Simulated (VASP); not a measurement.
# Ti2Co (Fd-3m) in VASP: a series of runs

The runs below take Ti2Co through single point, with PBEsol.

Program: VASP 6.6.1. These are calculated values, not measurements. Logs are shortened: lines on timing, memory, paths and dates and some standing lists are left out, and cuts for length are marked.

**1. The cell of the first run**

It takes space group Fd-3m (No. 227, cubic). The conventional cell has a = 6.819 Å, b = 6.819 Å, c = 6.819 Å, α = 90.00°, β = 90.00°, γ = 90.00°. Ti (site symmetry -3m) has 6 Ti at 2.41 Å and 6 Co at 2.83 Å within 3.2 Å. Co (site symmetry -43m) has 12 Ti at 2.83 Å and 4 Co at 2.95 Å within 3.7 Å.

**2. Single point, PBEsol**

File INCAR:

```
  PREC = Accurate
  ENCUT = 550
  EDIFF = 1E-6
  ISMEAR = 0
  SIGMA = 0.1
  LREAL = F
  LASPH = T
  NELM = 300
  ALGO = All
  ISIF = 2
  LWAVE = F
  LCHARG = F
  GGA = PS
  NBANDS = 42
  GGA_COMPAT = F
  ISEARCH = 1
  KPAR = 4
```

File KPOINTS:

```
regular mesh
0
Gamma
  10 10 10
```

File POSCAR:

```
Ti2Co
1.0
    0.0000000000      3.4092813939      3.4092813939
    3.4092813939      0.0000000000      3.4092813939
    3.4092813939      3.4092813939      0.0000000000
Ti Co
4 2
Direct
    0.1250000000      0.1250000000      0.1250000000
    0.6250000000      0.1250000000      0.1250000000
    0.1250000000      0.1250000000      0.6250000000
    0.1250000000      0.6250000000      0.1250000000
    0.5000000000      0.5000000000      0.5000000000
    0.7500000000      0.7500000000      0.7500000000
```

Potentials or basis: VASP PAW PBE potentials, release 64 (Ti_sv, Co).

Run with:

```console
> cat potpaw_PBE.64/Ti_sv/POTCAR potpaw_PBE.64/Co/POTCAR > POTCAR
> mpirun -np 4 vasp_std > vasp.out
```

OUTCAR:

```text
PREC = Accurate
   ENCUT = 550
   EDIFF = 1E-6
   ISMEAR = 0
   LREAL = F
   LASPH = T
   NELM = 300
   ISIF = 2
   GGA = PS

 ion  position               nearest neighbor table
   1  0.125  0.125  0.125-   2 2.41   3 2.41   4 2.41   3 2.41   4 2.41   2 2.41   6 2.83   5 2.83
                             6 2.83   5 2.83   6 2.83   5 2.83
   2  0.625  0.125  0.125-   1 2.41   3 2.41   4 2.41   1 2.41   3 2.41   4 2.41   5 2.83   6 2.83
                             5 2.83   5 2.83   6 2.83   6 2.83
   3  0.125  0.125  0.625-   1 2.41   1 2.41   2 2.41   4 2.41   4 2.41   2 2.41   6 2.83   5 2.83
                             6 2.83   5 2.83   6 2.83   5 2.83
   4  0.125  0.625  0.125-   1 2.41   3 2.41   1 2.41   2 2.41   3 2.41   2 2.41   5 2.83   6 2.83
                             5 2.83   6 2.83   6 2.83   5 2.83
   5  0.500  0.500  0.500-   1 2.83   3 2.83   4 2.83   1 2.83   2 2.83   3 2.83   1 2.83   2 2.83
                             4 2.83   2 2.83   3 2.83   4 2.83   6 2.95   6 2.95   6 2.95   6 2.95
   6  0.750  0.750  0.750-   2 2.83   3 2.83   4 2.83   1 2.83   2 2.83   4 2.83   1 2.83   2 2.83
                             3 2.83   1 2.83   3 2.83   4 2.83   5 2.95   5 2.95   5 2.95   5 2.95

  LATTYP: Found a face centered cubic cell.
 ALAT       =     6.8185627878

  Lattice vectors:

 A1 = (   0.0000000000,   3.4092813939,   3.4092813939)
 A2 = (   3.4092813939,   0.0000000000,   3.4092813939)
 A3 = (   3.4092813939,   3.4092813939,   0.0000000000)

Analysis of symmetry for initial positions (statically):
=====================================================================
 Subroutine PRICEL returns:
 Original cell was already a primitive cell.

 Routine SETGRP: Setting up the symmetry group for a
 face centered cubic supercell.

 Subroutine GETGRP returns: Found 48 space group operations
 (whereof 24 operations were pure point group operations)
 out of a pool of 48 trial point group operations.

The static configuration has the point symmetry T_d .
 The point group associated with its full space group is O_h .

Analysis of symmetry for dynamics (positions and initial velocities):
=====================================================================
 Subroutine PRICEL returns:
 Original cell was already a primitive cell.

 Routine SETGRP: Setting up the symmetry group for a
 face centered cubic supercell.

 Subroutine GETGRP returns: Found 48 space group operations
 (whereof 24 operations were pure point group operations)
 out of a pool of 48 trial point group operations.

The dynamic configuration has the point symmetry T_d .
 The point group associated with its full space group is O_h .

 Subroutine INISYM returns: Found 48 space group operations
 (whereof 24 operations are pure point group operations),
 and found     1 'primitive' translations

[... 112 lines left out ...]
   PSTRESS=    0.0 pullay stress
   NELECT =      66.0000    total number of electrons
   NUPDOWN=      -1.0000    fix difference up-down
   EMIN   =  10.00;   EMAX   =-10.00  energy-range for DOS
   EFERMI =   0.00;   METHOD = LEGACY
   ISMEAR =     0;   SIGMA  =   0.10  broadening in eV -4-tet -1-fermi 0-gaus
   EFERMI_NEDOS =   21; number of points for ismear=-14 and -15
   IALGO  =     58    algorithm
   IMIX   =      4    mixing-type and parameters
     AMIX     =   0.40;   BMIX     =  1.00
     AMIX_MAG =   1.60;   BMIX_MAG =  1.00
  volume/ion in A,a.u.               =      13.21        89.14
  Fermi-wavevector in a.u.,A,eV,Ry     =   1.540222  2.910597 32.276877  2.372284
  Thomas-Fermi vector in A             =   2.646339
   LORBIT       =      0    0 simple, 1 ext, 2 COOP (PROOUT), +10 PAW based schemes
   GGA     = PS    functional components
   LHFCALC =     F    Hartree Fock is set to
   AEXX    =    0.0000 exact exchange contribution
   IVDW    =     0    specifies the selected vdW correction
   LEPSILON=     F    determine dielectric tensor
   LRPA    =     F    only Hartree local field effects (RPA)
 non-spin polarized calculation
 Gauss-broadening in eV      SIGMA  =   0.10
  energy-cutoff  :      550.00
  volume of cell :       79.25
 maximum number of plane-waves:      2346
 NGX is ok and might be reduce to    40
   NGX = 19   NGY = 19   NGZ = 19

 number of electron      66.0000017 magnetization

 Free energy of the ion-electron system (eV)
  ---------------------------------------------------
  ext. energy  EPLUGINS =         0.00000000
  ---------------------------------------------------
  free energy    TOTEN  =       -46.07402912 eV

  energy without entropy =      -46.01963356  energy(sigma->0) =      -46.04683134

 E-fermi :   9.5115     XC(G=0): -12.7972

 val. band max:        9.5034004051   @ k =  -0.2000   0.1000   0.0000
 cond. band min:       9.5140219974   @ k =   0.5000   0.2000   0.1000
 fundamental gap:      0.0106215923
 Fermi energy:         9.5114727204

 k-point     1 :       0.0000    0.0000    0.0000
  band No.  band energies     occupation
      1     -46.5629      2.00000
      2     -45.9318      2.00000
      3     -45.9318      2.00000
      4     -45.9318      2.00000
      5     -24.5634      2.00000
      6     -23.2551      2.00000
[... 1069 lines left out ...]
     41      12.4167      0.00000
     42      12.6491      0.00000

 [... further k-points ...]

------------------------ aborting loop because EDIFF is reached ----------------------------------------

  FORCE on cell =-STRESS in cart. coord.  units (eV):
  Direction    XX          YY          ZZ          XY          YZ          ZX
  --------------------------------------------------------------------------------------
  -------------------------------------------------------------------------------------
  Total        4.2278679      4.2278679      4.2278679      0.0000000     -0.0000000      0.0000000
  in kB       85.4699512     85.4699512     85.4699512      0.0000000     -0.0000000      0.0000000
  external PRESSURE =      85.4699512 kB  Pullay stress =       0.0000000 kB

 VOLUME and BASIS-vectors are now :
 -----------------------------------------------------------------------------
  energy-cutoff  :      550.00
  volume of cell :       79.25
      direct lattice vectors                 reciprocal lattice vectors
     0.000000000  3.409281394  3.409281394    -0.146658472  0.146658472  0.146658472
     3.409281394  0.000000000  3.409281394     0.146658472 -0.146658472  0.146658472
     3.409281394  3.409281394  0.000000000     0.146658472  0.146658472 -0.146658472

 POSITION                                       TOTAL-FORCE (eV/Angst)
 -----------------------------------------------------------------------------------
      0.85232      0.85232      0.85232        -0.000000     -0.000000     -0.000000
      0.85232      2.55696      2.55696        -0.000000     -0.000000     -0.000000
      2.55696      2.55696      0.85232        -0.000000     -0.000000      0.000000
      2.55696      0.85232      2.55696        -0.000000     -0.000000      0.000000
      3.40928      3.40928      3.40928         0.000000      0.000000      0.000000
      5.11392      5.11392      5.11392        -0.000000     -0.000000     -0.000000
 -----------------------------------------------------------------------------------
    total drift:                                0.000000     -0.000000      0.000000

  FREE ENERGIE OF THE ION-ELECTRON SYSTEM (eV)
  ---------------------------------------------------
  free  energy   TOTEN  =       -46.0740291185 eV

  energy  without entropy=      -46.0196301672  energy(sigma->0) =      -46.04682964
```

OSZICAR:

```text
N       E                     dE             d eps       ncg     rms           ort
DAV:   1     0.835563868211E+03    0.83556E+03   -0.34272E+04  1974   0.226E+03
DAV:   2     0.614696936309E+02   -0.77409E+03   -0.75558E+03  1974   0.592E+02
[... 42 lines left out ...]
CGA:  45    -0.460740189378E+02   -0.59457E-05   -0.62684E-05  1974   0.436E-04  -0.234E-05
CGA:  46    -0.460740212853E+02   -0.23476E-05   -0.23188E-05  1974   0.161E-04  -0.281E-06
SDA:  47    -0.460740254202E+02   -0.41349E-05   -0.41485E-05  1974   0.703E-05  -0.113E-06
CGA:  48    -0.460740276610E+02   -0.22408E-05   -0.23275E-05  1974   0.493E-05  -0.496E-06
CGA:  49    -0.460740286824E+02   -0.10214E-05   -0.10156E-05  1974   0.842E-05   0.137E-06
CGA:  50    -0.460740291185E+02   -0.43606E-06   -0.46414E-06  1974   0.167E-05   0.215E-06
   1 F= -.46074029E+02 E0= -.46046830E+02  d E =-.543990E-01
```

stdout:

```text
POSCAR found type information on POSCAR TiCo
 POSCAR found :  2 types and       6 ions
 scaLAPACK will be used
 -----------------------------------------------------------------------------
|                                                                             |
[... 101 lines left out ...]
 gam= 1.708 g(H,U,f)=  0.330E-05 0.434E-05 0.780E-06 ort(H,U,f) = 0.468E-06-0.360E-06 0.292E-07
 gam= 1.708 trial= 0.361  step=  0.1072 mean=  0.3608
 gam= 0.198 g(H,U,f)=  0.136E-05 0.267E-06 0.429E-07 ort(H,U,f) = 0.124E-05-0.836E-06-0.189E-06
 gam= 0.198 trial= 0.335  step=  1.2982 mean=  0.3355
  continued last = 1.132  step=  0.9395 harm=  0.9736 4th-ord=  0.9395
  continued last = 0.755  step=  0.9684 harm=  0.9725 4th-ord=  0.9684
  steps along l
```

It took 8.5 min on 4 MPI ranks of AMD EPYC 7R43 (Zen 3), shared host; peak memory 0.43 GiB.

Results:

```
Free energy            : -46.0740 eV
Pressure               : 8.5 GPa
Band gap on the k mesh : zero (bands 33 and 34 overlap by 0.56 eV)
```

Caveat: the cell stands under pressure; the PAW data sets were made with another functional, which shifts forces and pressure a little; the run has no spin polarisation, though such a crystal can be magnetic.

**3. Single point, PBEsol**

This run uses another cell than the first one, of 10.16 Å³/atom.

File INCAR:

```
SYSTEM = Ti2Co
  PREC = Accurate
  ENCUT = 550
  EDIFF = 1E-6
  ISMEAR = 0
  SIGMA = 0.1
  LREAL = .FALSE.
  LASPH = .TRUE.
  NELM = 300
  ALGO = All
  ISIF = 2
  LWAVE = .FALSE.
  LCHARG = .TRUE.
  GGA = PS
  LVHAR = .TRUE.
  NBANDS = 42
  GGA_COMPAT = .FALSE.
  ISEARCH = 1
  KPAR = 4
```

File KPOINTS:

```
Automatic mesh
0
G
  10 10 10
  0 0 0
```

Changes to POSCAR since step 2:

```diff
@@ -2,5 +2,5 @@
 1.0
-    0.0000000000      3.4092813939      3.4092813939
-    3.4092813939      0.0000000000      3.4092813939
-    3.4092813939      3.4092813939      0.0000000000
+    0.0000000000      3.1237892850      3.1237892850
+    3.1237892850      0.0000000000      3.1237892850
+    3.1237892850      3.1237892850      0.0000000000
 Ti Co
```

Potentials or basis: VASP PAW PBE potentials, release 64 (Ti_sv, Co).

Run with:

```console
> cat potpaw_PBE.64/Ti_sv/POTCAR potpaw_PBE.64/Co/POTCAR > POTCAR
> mpirun -np 4 vasp_std > vasp.out
```

OUTCAR:

```text
SYSTEM = Ti2Co
   PREC = Accurate
   ENCUT = 550
   EDIFF = 1E-6
   ISMEAR = 0
   LREAL = .FALSE.
   LASPH = .TRUE.
   NELM = 300
   ISIF = 2
   GGA = PS

 ion  position               nearest neighbor table
   1  0.125  0.125  0.125-   2 2.21   3 2.21   4 2.21   3 2.21   4 2.21   2 2.21   6 2.59   5 2.59
                             6 2.59   5 2.59   6 2.59   5 2.59
   2  0.625  0.125  0.125-   1 2.21   3 2.21   4 2.21   1 2.21   3 2.21   4 2.21   6 2.59   5 2.59
                             5 2.59   6 2.59   5 2.59   6 2.59
   3  0.125  0.125  0.625-   1 2.21   1 2.21   2 2.21   4 2.21   4 2.21   2 2.21   6 2.59   5 2.59
                             6 2.59   5 2.59   6 2.59   5 2.59
   4  0.125  0.625  0.125-   1 2.21   3 2.21   1 2.21   2 2.21   3 2.21   2 2.21   6 2.59   5 2.59
                             6 2.59   5 2.59   6 2.59   5 2.59
   5  0.500  0.500  0.500-   2 2.59   3 2.59   4 2.59   1 2.59   2 2.59   3 2.59   1 2.59   2 2.59
                             4 2.59   1 2.59   3 2.59   4 2.59   6 2.71   6 2.71   6 2.71   6 2.71
   6  0.750  0.750  0.750-   2 2.59   3 2.59   4 2.59   1 2.59   2 2.59   4 2.59   1 2.59   2 2.59
                             3 2.59   1 2.59   3 2.59   4 2.59   5 2.71   5 2.71   5 2.71   5 2.71

  LATTYP: Found a face centered cubic cell.
 ALAT       =     6.2475785700

[... 198 lines left out ...]
 k-point     1 :       0.0000    0.0000    0.0000
  band No.  band energies     occupation
      1     -43.2042      2.00000
      2     -41.7709      2.00000
      3     -41.7709      2.00000
      4     -41.7709      2.00000
      5     -22.4546      2.00000
      6     -20.0404      2.00000
[... 1069 lines left out ...]
     41      16.6268      0.00000
     42      16.8965      0.00000

 [... further k-points ...]

------------------------ aborting loop because EDIFF is reached ----------------------------------------

  FORCE on cell =-STRESS in cart. coord.  units (eV):
  Direction    XX          YY          ZZ          XY          YZ          ZX
  --------------------------------------------------------------------------------------
  -------------------------------------------------------------------------------------
  Total       30.6240194     30.6240194     30.6240194     -0.0000000      0.0000000     -0.0000000
  in kB      804.8178216    804.8178216    804.8178216     -0.0000000      0.0000000     -0.0000000
  external PRESSURE =     804.8178216 kB  Pullay stress =       0.0000000 kB

 VOLUME and BASIS-vectors are now :
 -----------------------------------------------------------------------------
  energy-cutoff  :      550.00
  volume of cell :       60.96
      direct lattice vectors                 reciprocal lattice vectors
     0.000000000  3.123789285  3.123789285    -0.160062013  0.160062013  0.160062013
     3.123789285  0.000000000  3.123789285     0.160062013 -0.160062013  0.160062013
     3.123789285  3.123789285  0.000000000     0.160062013  0.160062013 -0.160062013

 POSITION                                       TOTAL-FORCE (eV/Angst)
 -----------------------------------------------------------------------------------
      0.78095      0.78095      0.78095         0.000000     -0.000000     -0.000000
      0.78095      2.34284      2.34284         0.000000      0.000000     -0.000000
      2.34284      2.34284      0.78095         0.000000     -0.000000     -0.000000
      2.34284      0.78095      2.34284         0.000000      0.000000     -0.000000
      3.12379      3.12379      3.12379        -0.000000     -0.000000     -0.000000
      4.68568      4.68568      4.68568         0.000000      0.000000      0.000000
 -----------------------------------------------------------------------------------
    total drift:                                0.000000      0.000000      0.000000

  FREE ENERGIE OF THE ION-ELECTRON SYSTEM (eV)
  ---------------------------------------------------
  free  energy   TOTEN  =       -41.7844291899 eV

  energy  without entropy=      -41.7443982533  energy(sigma->0) =      -41.76441372
```

Run time: 2 min. Hardware: 4 MPI ranks of Intel Xeon Platinum 8488C (Sapphire Rapids), shared host; peak memory 0.37 GiB.

Results:

```
Free energy            : -41.7844 eV
Pressure               : 80.5 GPa
Band gap on the k mesh : zero (bands 33 and 34 overlap by 1.05 eV)
```

Caveat: the cell stands under pressure; the PAW data sets were made with another functional, which shifts forces and pressure a little; the run has no spin polarisation, though such a crystal can be magnetic.

(Continued in part 2 of 2.)
